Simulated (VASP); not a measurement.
Crystal: Ti3S2.

```xyz
5
Lattice="2.7131 1.5664 3.2376 -2.7131 1.5664 3.2376 0.0000 -3.1328 3.2376" Properties=species:S:1:pos:R:3 pbc="T T T"
Ti   -0.9107   -1.5555    3.2376
Ti    1.8024   -0.0109    3.2376
Ti   -0.8918    1.5664    3.2376
S     0.0000    0.0000    1.6302
S     0.0000    0.0000    8.0827
```

Base run:

```yaml
Program: VASP 6.6.1
Functional: PBEsol
Potentials_or_basis: VASP PAW PBE potentials, release 64 (Ti_sv, S)
Cutoff: 520 eV
k_mesh: 6 × 6 × 6
Occupations: fermi-dirac, width 0.05 eV
Spin: no spin polarisation
Hubbard_terms: Ti d U = 6.0 eV
```

Its results: band gap on the k mesh zero (bands 24 and 25 overlap by 0.28 eV); pressure 5.0 GPa; largest force 0.185 eV/Å.

The run is repeated on the same cell with these changes: hubbard terms from Ti d U = 6.0 eV to Ti d U = 4.0 eV. What comes out?

Band gap on the k mesh zero (bands 24 and 25 overlap by 0.28 eV); pressure 1.8 GPa; largest force 0.095 eV/Å.

Caveats: the PAW data sets were made with another functional, which shifts forces and pressure a little; U without spin polarisation on a metal has little footing; the cell stands under pressure (at least some runs).
